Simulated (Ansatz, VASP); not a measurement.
**Two plane-wave programs on Ir2Rh3**

INCAR

```
PREC = Accurate
ENCUT = 520
EDIFF = 1E-6
ISMEAR = 0
SIGMA = 0.2
LREAL = F
LASPH = T
NELM = 80
ALGO = Fast
ISIF = 2
LWAVE = F
LCHARG = T
GGA = PE
LELF = T
LVHAR = T
NBANDS = 74
```

The input KPOINTS:

```
Automatic mesh
0
Gamma
  12 12 1
```

File POSCAR:

```
Ir2Rh3
1.0
    2.7347286346      0.0000000000      0.0000000000
   -1.3673643173      2.3683444700      0.0000000000
    0.0000000000      0.0000000000     22.0352947000
Ir Rh
4 6
Direct
    1.0000000000      1.0000000000      0.0000000000
    0.3333333333      0.6666666667      0.2995440000
    0.3333333333      0.6666666667      0.5000000000
    0.3333333333      0.6666666667      0.7004560000
    1.0000000000      1.0000000000      0.7998370000
    1.0000000000      1.0000000000      0.2001630000
    1.0000000000      1.0000000000      0.3998670000
    1.0000000000      1.0000000000      0.6001330000
    0.3333333333      0.6666666667      0.9004980000
    0.3333333333      0.6666666667      0.0995020000
```

Input for Ansatz:

```yaml
crystal:
  lattice:
    - [2.7347286346, 0.0, 0.0]
    - [-1.3673643173, 2.36834447, 0.0]
    - [0.0, 0.0, 22.0352947]
  atoms:
    - { symbol: Ir, position: [1.0, 1.0, 0.0] }
    - { symbol: Ir, position: [0.3333333333, 0.6666666667, 0.299544] }
    - { symbol: Ir, position: [0.3333333333, 0.6666666667, 0.5] }
    - { symbol: Ir, position: [0.3333333333, 0.6666666667, 0.700456] }
    - { symbol: Rh, position: [1.0, 1.0, 0.799837] }
    - { symbol: Rh, position: [1.0, 1.0, 0.200163] }
    - { symbol: Rh, position: [1.0, 1.0, 0.399867] }
    - { symbol: Rh, position: [1.0, 1.0, 0.600133] }
    - { symbol: Rh, position: [0.3333333333, 0.6666666667, 0.900498] }
    - { symbol: Rh, position: [0.3333333333, 0.6666666667, 0.099502] }
basis:
  ecutwfc: 420
kpoints:
  mp_grid: { grid: [12, 12, 1] }
hamiltonian:
  xc: pbe
scf:
  occupations: { method: gaussian, width: 0.2 }
  lower_state_search: "off"
output:
  forces: true
  stress: true
  eigenvalues: true
```

Alike in both runs: task single point; functional PBE; k mesh 12 × 12 × 1; occupations gaussian, width 0.2 eV; no spin polarisation.

```csv
,VASP,Ansatz
version,VASP 6.6.1,Ansatz 0.2.0
potentials or method,"VASP PAW PBE potentials, release 64 (Ir, Rh_pv), cutoff 520 eV","scalar-relativistic, plane waves, PAW"
valence electrons in the cell,126,170
```

|  | VASP | Ansatz | Ansatz less VASP |
| --- | --- | --- | --- |
| gap on the k mesh at the Fermi level (eV) | none | none | - |
| pressure (GPa) | 0.6 | 0.4 | -0.19 |
| traceless stress, the component that is largest in VASP (GPa) | 1.10 | 1.07 | -0.020 |
| rms of the force components (eV/Å) | 0.009 | 0.003 | -0.0051 |

Atom by atom the forces differ by 0.008 eV/Å (rms over components). A gap of «none» marks a metal or a gap that the smearing closes. With one functional, cell and mesh, what is left measures potentials, basis and numerics. VASP's potentials hold 126 valence electrons a cell and Ansatz's 170, so a difference there can come from the potentials and not from the codes.

Spin-orbit coupling is off throughout.
